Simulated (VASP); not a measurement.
# C (P-3m1) in VASP: a series of runs

Runs on C. Level: r2SCAN. Tasks: single point.

Everything below comes from runs of VASP 6.6.1. Logs are shortened: lines on timing, memory, paths and dates and some standing lists are left out, and cuts for length are marked.

### 1 The cell of the first run

The structure is trigonal, space group P-3m1 (No. 164). Conventional cell: a = 2.518 Å, b = 2.518 Å, c = 13.833 Å, α = 90.00°, β = 90.00°, γ = 120.00°. Within 2.1 Å of C (site symmetry 3m) lie 4 C at 1.54 Å. Within 2.1 Å of C (site symmetry 3m) lie 4 C at 1.54 Å. Within 2.1 Å of C (site symmetry 3m) lie 4 C at 1.54 Å. Within 2.1 Å of C (site symmetry 3m) lie 4 C at 1.54 Å. Within 2.1 Å of C (site symmetry 3m) lie 4 C at 1.54 Å. C (site symmetry 3m) has 3 C at 1.54 Å within 2.1 Å.

### 2 Single point, r2SCAN

POSCAR reads:

```
C
1.0
    1.7801417073     -1.7801417073      0.0000000000
    1.7801417073      0.0000000000     -1.7801417073
    7.9865922331      7.9865922331      7.9865922331
C
12
Direct
    0.6666666667      0.6666666667      0.2414952643
    0.0000000000      0.0000000000      0.0929010825
    0.3333333333      0.3333333333      0.3900894461
    0.6666666667      0.6666666667      0.6872778096
    1.0000000000      1.0000000000      0.5386836278
    0.3333333333      0.3333333333      0.8358719914
    0.6666666667      0.6666666667      0.3529409006
    1.0000000000      1.0000000000      0.2043467188
    0.3333333333      0.3333333333      0.5015350824
    0.6666666667      0.6666666667      0.7987234460
    0.0000000000      0.0000000000      0.6501292642
    0.3333333333      0.3333333333      0.0557525370
```

INCAR.step1 reads:

```
ALGO = Normal
EDIFF = 1E-4
ENCUT = 520
GGA = PE
ISMEAR = 0
LASPH = True
LCHARG = False
LREAL = False
LWAVE = True
NBANDS = 36
NELM = 100
PREC = Accurate
SIGMA = 0.05
```

INCAR.step2 reads:

```
ALGO = Normal
EDIFF = 1E-6
ENCUT = 520
ISIF = 2
ISMEAR = 0
ISTART = 1
LASPH = True
LCHARG = True
LELF = True
LMIXTAU = True
LREAL = False
LVHAR = True
LWAVE = False
METAGGA = R2SCAN
NBANDS = 36
NELM = 100
PREC = Accurate
SIGMA = 0.05
```

KPOINTS reads:

```
k-points
0
Gamma
  10 10 2
```

Potentials or basis: VASP PAW PBE potentials, release 64 (C).

Run with:

```console
$ cat potpaw_PBE.64/C/POTCAR > POTCAR
$ cp INCAR.step1 INCAR
$ mpirun -np 1 vasp_std > vasp.out
$ cp INCAR.step2 INCAR
$ mpirun -np 1 vasp_std > vasp.out
```

OUTCAR:

```text
EDIFF = 1E-6
   ENCUT = 520
   ISIF = 2
   ISMEAR = 0
   ISTART = 1
   LASPH = True
   LREAL = False
   METAGGA = R2SCAN
   NELM = 100
   PREC = Accurate

 ion  position               nearest neighbor table
   1  0.667  0.667  0.241-   7 1.54   8 1.54   8 1.54   8 1.54
   2  0.000  0.000  0.093-   8 1.54  12 1.54  12 1.54  12 1.54
   3  0.333  0.333  0.390-   9 1.54   7 1.54   7 1.54   7 1.54
   4  0.667  0.667  0.687-  11 1.54  11 1.54  11 1.54  10 1.54
   5  0.000  0.000  0.539-   9 1.54   9 1.54   9 1.54  11 1.54
   6  0.333  0.333  0.836-  10 1.54  10 1.54  10 1.54
   7  0.667  0.667  0.353-   1 1.54   3 1.54   3 1.54   3 1.54
   8  0.000  0.000  0.204-   2 1.54   1 1.54   1 1.54   1 1.54
   9  0.333  0.333  0.502-   3 1.54   5 1.54   5 1.54   5 1.54
  10  0.667  0.667  0.799-   6 1.54   6 1.54   6 1.54   4 1.54
  11  0.000  0.000  0.650-   4 1.54   4 1.54   4 1.54   5 1.54
  12  0.333  0.333  0.056-   2 1.54   2 1.54   2 1.54

  LATTYP: Found a hexagonal cell.
 ALAT       =     2.5175005454
 C/A-ratio  =     5.4948085522

  Lattice vectors:

 A1 = (  -1.7801417073,   0.0000000000,   1.7801417073)
 A2 = (   1.7801417073,  -1.7801417073,   0.0000000000)
 A3 = (   7.9865922331,   7.9865922331,   7.9865922331)

Analysis of symmetry for initial positions (statically):
=====================================================================
 Subroutine PRICEL returns:
 Original cell was already a primitive cell.

 Routine SETGRP: Setting up the symmetry group for a
 hexagonal supercell.

 Subroutine GETGRP returns: Found 12 space group operations
 (whereof  6 operations were pure point group operations)
 out of a pool of 24 trial point group operations.

The static configuration has the point symmetry C_3v.
 The point group associated with its full space group is D_3d.

Analysis of symmetry for dynamics (positions and initial velocities):
=====================================================================
 Subroutine PRICEL returns:
 Original cell was already a primitive cell.

 Routine SETGRP: Setting up the symmetry group for a
 hexagonal supercell.

 Subroutine GETGRP returns: Found 12 space group operations
 (whereof  6 operations were pure point group operations)
 out of a pool of 24 trial point group operations.

The dynamic configuration has the point symmetry C_3v.
 The point group associated with its full space group is D_3d.

 Subroutine INISYM returns: Found 12 space group operations
 (whereof  6 operations are pure point group operations),
 and found     1 'primitive' translations

----------------------------------------------------------------------------------------

                                     Primitive cell

  volume of cell :      75.9262

  direct lattice vectors                    reciprocal lattice vectors
     1.780141707 -1.780141707  0.000000000     0.187251010 -0.374502021  0.187251010
     1.780141707  0.000000000 -1.780141707     0.187251010  0.187251010 -0.374502021
     7.986592233  7.986592233  7.986592233     0.041736616  0.041736616  0.041736616

  length of vectors
     2.517500545  2.517500545 13.833183527     0.458669429  0.458669429  0.072289939

  position of ions in fractional coordinates (direct lattice)
     0.666666667  0.666666667  0.241495264
     0.000000000  0.000000000  0.092901082
     0.333333333  0.333333333  0.390089446
     0.666666667  0.666666667  0.687277810
     0.000000000  0.000000000  0.538683628
     0.333333333  0.333333333  0.835871991
     0.666666667  0.666666667  0.352940901
     0.000000000  0.000000000  0.204346719
     0.333333333  0.333333333  0.501535082
     0.666666667  0.666666667  0.798723446
     0.000000000  0.000000000  0.650129264
     0.333333333  0.333333333  0.055752537

  ion indices of the primitive-cell ions
   primitive index   ion index
                 1           1
                 2           2
                 3           3
                 4           4
                 5           5
                 6           6
                 7           7
                 8           8
                 9           9
                10          10
                11          11
                12          12

----------------------------------------------------------------------------------------

 KPOINTS: k-points

Automatic generation of k-mesh.
 Grid dimensions read from file:
 generate k-points for:   10   10    2

 Generating k-lattice:

  Cartesian coordinates                     Fractional coordinates (reciprocal lattice)
     0.018725101 -0.037450202  0.018725101     0.100000000  0.000000000  0.000000000
     0.018725101  0.018725101 -0.037450202     0.000000000  0.100000000  0.000000000
     0.020868308  0.020868308  0.020868308     0.000000000  0.000000000  0.500000000

  Length of vectors
     0.045866943  0.045866943  0.036144970

  Shift w.r.t. Gamma in fractional coordinates (k-lattice)
     0.000000000  0.000000000  0.000000000

 Subroutine IBZKPT returns following result:
 ===========================================

 Found     28 irreducible k-points:

 Following reciprocal coordinates:
            Coordinates               Weight
  0.000000  0.000000  0.000000      1.000000
  0.100000  0.000000  0.000000      6.000000
  0.200000  0.000000  0.000000      6.000000
  0.300000  0.000000  0.000000      6.000000
  0.400000  0.000000  0.000000      6.000000
  0.500000  0.000000  0.000000      3.000000
[... 16 lines left out ...]
  0.400000  0.100000  0.500000     12.000000
  0.500000  0.100000  0.500000     12.000000
 [... further k-points ...]
   k-points           NKPTS =     28   k-points in BZ     NKDIM =     28   number of bands    NBANDS=     36
   number of dos      NEDOS =    301   number of ions     NIONS =     12
   total plane-waves  NPLWV =  43200
   dimension x,y,z NGX =    20 NGY =   20 NGZ =  108
   dimension x,y,z NGXF=    40 NGYF=   40 NGZF=  216
   ions per type =              12
   NGX,Y,Z   is equivalent  to a cutoff of  13.21, 13.21, 12.98 a.u.
   NGXF,Y,Z  is equivalent  to a cutoff of  26.41, 26.41, 25.96 a.u.
 SYSTEM =  unknown system
   PREC   = accura    normal or accurate (medium, high low for compatibility)
   ISTART =      1    job   : 0-new  1-cont  2-samecut
   ICHARG =      0    charge: 1-file 2-atom 10-const
   ISPIN  =      1    spin polarized calculation?
   LNONCOLLINEAR =      F non collinear calculations
   LSORBIT =      F    spin-orbit coupling
   LASPH  =      T    aspherical Exc in radial PAW
   ENCUT  =  520.0 eV  38.22 Ry    6.18 a.u.   4.68  4.68 25.72*2*pi/ulx,y,z
   NELM   =    100;   NELMIN=  2; NELMDL=  0     # of ELM steps
   EDIFF  = 0.1E-05   stopping-criterion for ELM
   LREAL  =      F    real-space projection
   EDIFFG = 0.1E-04   stopping-criterion for IOM
   NSW    =      0    number of steps for IOM
   IBRION =     -1    ionic relax: 0-MD 1-quasi-New 2-CG
   NFREE  =      0    steps in history (QN), initial steepest desc. (CG)
   ISIF   =      2    stress and relaxation
   ISYM   =      2    0-nonsym 1-usesym 2-fastsym
   POTIM  = 0.5000    time-step for ionic-motion
   TEBEG  =    0.0;   TEEND  =   0.0 temperature during run
   PSTRESS=    0.0 pullay stress
   NELECT =      48.0000    total number of electrons
   NUPDOWN=      -1.0000    fix difference up-down
   EMIN   =  10.00;   EMAX   =-10.00  energy-range for DOS
   EFERMI =   0.00;   METHOD = LEGACY
   ISMEAR =     0;   SIGMA  =   0.05  broadening in eV -4-tet -1-fermi 0-gaus
   EFERMI_NEDOS =   21; number of points for ismear=-14 and -15
   IALGO  =     38    algorithm
   IMIX   =      4    mixing-type and parameters
     AMIX     =   0.40;   BMIX     =  1.00
     AMIX_MAG =   1.60;   BMIX_MAG =  1.00
  volume/ion in A,a.u.               =       6.33        42.70
  Fermi-wavevector in a.u.,A,eV,Ry     =   1.405048  2.655156 26.860089  1.974161
  Thomas-Fermi vector in A             =   2.527549
   LORBIT       =      0    0 simple, 1 ext, 2 COOP (PROOUT), +10 PAW based schemes
   METAGGA = R2SCAN    functional components
   LHFCALC =     F    Hartree Fock is set to
   AEXX    =    0.0000 exact exchange contribution
   IVDW    =     0    specifies the selected vdW correction
   LEPSILON=     F    determine dielectric tensor
   LRPA    =     F    only Hartree local field effects (RPA)
 non-spin polarized calculation
 Gauss-broadening in eV      SIGMA  =   0.05
  energy-cutoff  :      520.00
  volume of cell :       75.93
 maximum number of plane-waves:      2067
   NGX =  9   NGY =  9   NGZ = 51

 number of electron      48.0000001 magnetization

 Free energy of the ion-electron system (eV)
  ---------------------------------------------------
  ext. energy  EPLUGINS =         0.00000000
  ---------------------------------------------------
  free energy    TOTEN  =      -113.83181948 eV

  energy without entropy =     -113.83181948  energy(sigma->0) =     -113.83181948

 E-fermi :   8.6758     XC(G=0): -13.4537

 val. band max:        8.3904316231   @ k =   0.0000   0.0000   0.0000
 cond. band min:       8.8838079786   @ k =   0.5000   0.0000   0.0000
 fundamental gap:      0.4933763555
 Fermi energy:         8.6758074457

 k-point     1 :       0.0000    0.0000    0.0000
  band No.  band energies     occupation
      1     -14.8562      2.00000
      2     -14.1770      2.00000
      3     -13.1966      2.00000
      4     -11.8937      2.00000
      5     -10.4585      2.00000
      6      -9.2502      2.00000
[... 28 lines left out ...]
     35      16.4432      0.00000
     36      16.5713      0.00000

 k-point     2 :       0.1000    0.0000    0.0000
  band No.  band energies     occupation
      1     -14.5985      2.00000
      2     -13.9208      2.00000
      3     -12.9426      2.00000
      4     -11.6437      2.00000
      5     -10.2136      2.00000
      6      -9.0156      2.00000
[... 28 lines left out ...]
     35      16.8479      0.00000
     36      17.0967      0.00000

 k-point     3 :       0.2000    0.0000    0.0000
  band No.  band energies     occupation
      1     -13.8300      2.00000
      2     -13.1568      2.00000
      3     -12.1860      2.00000
      4     -10.9000      2.00000
      5      -9.4859      2.00000
      6      -8.3180      2.00000
[... 28 lines left out ...]
     35      18.0564      0.00000
     36      18.3358      0.00000

 k-point     4 :       0.3000    0.0000    0.0000
  band No.  band energies     occupation
      1     -12.5667      2.00000
      2     -11.9031      2.00000
      3     -10.9482      2.00000
      4      -9.6896      2.00000
      5      -8.3078      2.00000
      6      -7.1887      2.00000
[... 28 lines left out ...]
     35      17.9687      0.00000
     36      17.9905      0.00000

 k-point     5 :       0.4000    0.0000    0.0000
  band No.  band energies     occupation
      1     -10.8558      2.00000
      2     -10.2190      2.00000
      3      -9.3151      2.00000
      4      -8.1638      2.00000
      5      -6.9366      2.00000
      6      -5.9475      2.00000
[... 655 lines left out ...]
 k-point    22 :       0.3000    0.1000    0.5000
  band No.  band energies     occupation
      1     -13.0681      2.00000
      2     -12.4058      2.00000
      3     -11.4248      2.00000
      4     -10.1996      2.00000
      5      -8.7076      2.00000
      6      -7.6880      2.00000
[... 28 lines left out ...]
     35      18.3366      0.00000
     36      18.5440      0.00000

 k-point    23 :       0.4000    0.1000    0.5000
  band No.  band energies     occupation
      1     -11.5761      2.00000
      2     -10.9284      2.00000
      3      -9.9753      2.00000
      4      -8.7918      2.00000
      5      -7.3685      2.00000
      6      -6.3896      2.00000
[... 28 lines left out ...]
     35      17.9671      0.00000
     36      18.4790      0.00000

 k-point    24 :       0.5000    0.1000    0.5000
  band No.  band energies     occupation
      1      -9.7077      2.00000
      2      -9.1337      2.00000
      3      -8.3771      2.00000
      4      -7.5823      2.00000
      5      -6.7054      2.00000
      6      -5.7656      2.00000
[... 28 lines left out ...]
     35      17.8144      0.00000
     36      18.6491      0.00000

 [... further k-points ...]
[... 5 lines left out ...]
  --------------------------------------------------------------------------------------
  -------------------------------------------------------------------------------------
  Total       -2.5034527     -2.5034527     -2.5034527     -2.0845045     -2.0845045     -2.0845045
  in kB      -52.8272558    -52.8272558    -52.8272558    -43.9867125    -43.9867125    -43.9867125
  external PRESSURE =     -52.8272558 kB  Pullay stress =       0.0000000 kB

 VOLUME and BASIS-vectors are now :
 -----------------------------------------------------------------------------
  energy-cutoff  :      520.00
  volume of cell :       75.93
      direct lattice vectors                 reciprocal lattice vectors
     1.780141707 -1.780141707  0.000000000     0.187251010 -0.374502021  0.187251010
     1.780141707  0.000000000 -1.780141707     0.187251010  0.187251010 -0.374502021
     7.986592233  7.986592233  7.986592233     0.041736616  0.041736616  0.041736616

 POSITION                                       TOTAL-FORCE (eV/Angst)
 -----------------------------------------------------------------------------------
      4.30225      0.74196      0.74196        -0.119140     -0.119140     -0.119140
      0.74196      0.74196      0.74196        -2.314377     -2.314377     -2.314377
      4.30225      2.52210      2.52210        -0.021290     -0.021290     -0.021290
      7.86253      4.30225      4.30225        -0.401585     -0.401585     -0.401585
      4.30225      4.30225      4.30225        -0.047094     -0.047094     -0.047094
      7.86253      6.08239      6.08239        -0.983396     -0.983396     -0.983396
      5.19232      1.63203      1.63203         0.047094      0.047094      0.047094
      1.63203      1.63203      1.63203         0.401585      0.401585      0.401585
      5.19232      3.41218      3.41218         0.021290      0.021290      0.021290
      8.75260      5.19232      5.19232         2.314377      2.314377      2.314377
      5.19232      5.19232      5.19232         0.119140      0.119140      0.119140
      1.63203     -0.14811     -0.14811         0.983396      0.983396      0.983396
 -----------------------------------------------------------------------------------
    total drift:                                0.000038      0.000038      0.000038

  FREE ENERGIE OF THE ION-ELECTRON SYSTEM (eV)
  ---------------------------------------------------
  free  energy   TOTEN  =      -113.8318194838 eV

  energy  without entropy=     -113.8318194838  energy(sigma->0) =     -113.83181948
```

Wall time 5.7 min (1 thread of Intel Xeon 8259CL, shared host); peak memory 0.22 GiB.

Results:

- Free energy: -113.8318 eV
- Pressure: -5.3 GPa
- Largest force: 4.009 eV/Å
- Band gap on the k mesh: 0.49 eV, indirect (least direct gap 1.14 eV)

Forces on the atoms (eV/Å):
```
C   -0.119 -0.119 -0.119
C   -2.314 -2.314 -2.314
C   -0.021 -0.021 -0.021
C   -0.402 -0.402 -0.402
C   -0.047 -0.047 -0.047
C   -0.983 -0.983 -0.983
C    0.047  0.047  0.047
C    0.402  0.402  0.402
C    0.021  0.021  0.021
C    2.314  2.314  2.314
C    0.119  0.119  0.119
C    0.983  0.983  0.983
```

Caveat: the PAW data sets were made with another functional, which shifts forces and pressure a little. r2SCAN opens gaps a little over a GGA but as a rule still falls short of measured ones.

### 3 Single point, r2SCAN

This run uses another cell than the first one, of 6.56 Å³/atom, 1.036 times its volume.

POSCAR reads:

```
C
1.0
    1.7801417073     -1.7801417073      0.0000000000
    1.7801417073      0.0000000000     -1.7801417073
    8.2752673677      8.2752673677      8.2752673677
C
12
Direct
    0.6666666667      0.6666666667      0.2330709228
    0.0000000000      0.0000000000      0.0896603132
    0.3333333333      0.3333333333      0.3764815325
    0.6666666667      0.6666666667      0.6633027518
    1.0000000000      1.0000000000      0.5198921421
    0.3333333333      0.3333333333      0.8067133614
    0.6666666667      0.6666666667      0.3406288800
    1.0000000000      1.0000000000      0.1972182704
    0.3333333333      0.3333333333      0.4840394897
    0.6666666667      0.6666666667      0.7708607090
    0.0000000000      0.0000000000      0.6274500993
    0.3333333333      0.3333333333      0.0538076607
```

INCAR.step1 reads:

```
SYSTEM = C
PREC = Accurate ; ENCUT = 520
ISMEAR = 0 ; SIGMA = 0.05
LREAL = .False. ; LASPH = .True.
NELM = 100 ; NBANDS = 36
GGA = PE ; ALGO = Normal
EDIFF = 1E-4 ; LWAVE = .True.
LCHARG = .False.
```

INCAR.step2 reads:

```
SYSTEM = C
PREC = Accurate ; ENCUT = 520
EDIFF = 1E-7 ; ISMEAR = 0
SIGMA = 0.05 ; LREAL = .False.
LASPH = .True. ; NELM = 100
ALGO = Normal ; ISIF = 2
LWAVE = .False. ; LCHARG = .False.
METAGGA = R2SCAN ; LMIXTAU = .True.
NBANDS = 36 ; ISTART = 1
```

KPOINTS reads:

```
Automatic mesh
0
Gamma
  10 10 2
  0 0 0
```

Potentials or basis: VASP PAW PBE potentials, release 64 (C).

Run with:

```console
$ cat potpaw_PBE.64/C/POTCAR > POTCAR
$ cp INCAR.step1 INCAR
$ mpirun -np 1 vasp_std > vasp.out
$ cp INCAR.step2 INCAR
$ mpirun -np 1 vasp_std > vasp.out
```

It took 7.5 min on 1 thread of Intel Xeon 8259CL, shared host; peak memory 0.23 GiB.

It converged, with:

| Property | Result |
| --- | --- |
| Free energy | -113.1775 eV |
| Pressure | -3.8 GPa |
| Largest force | 4.263 eV/Å |

Forces in eV/Å, atoms in the order of the input:
```
C   -0.159 -0.159 -0.159
C   -2.461 -2.461 -2.461
C   -0.040 -0.040 -0.040
C   -0.474 -0.474 -0.474
C   -0.071 -0.071 -0.071
C   -1.521 -1.521 -1.521
C    0.071  0.071  0.071
C    0.474  0.474  0.474
C    0.040  0.040  0.040
C    2.461  2.461  2.461
C    0.159  0.159  0.159
C    1.521  1.521  1.521
```

Stress tensor (GPa, compression positive):
```
-3.81 -2.94 -2.94
-2.94 -3.81 -2.94
-2.94 -2.94 -3.81
```

Levels at points of the mesh, in eV from the Fermi level:
```
           k point  band 22  band 23  band 24  band 25  band 26  band 27
(0.00, 0.00, 0.00)    -0.73    -0.73     0.02     0.56     5.39     5.39
(0.50, 0.00, 0.00)    -4.10    -3.80    -0.51     0.04     4.30     4.66
(0.00, 0.00, 0.50)    -0.73    -0.73    -0.66     1.09     5.39     5.39
(0.50, 0.00, 0.50)    -4.09    -3.81    -0.56     0.09     4.30     4.67
```

Caveat: the PAW data sets were made with another functional, which shifts forces and pressure a little.
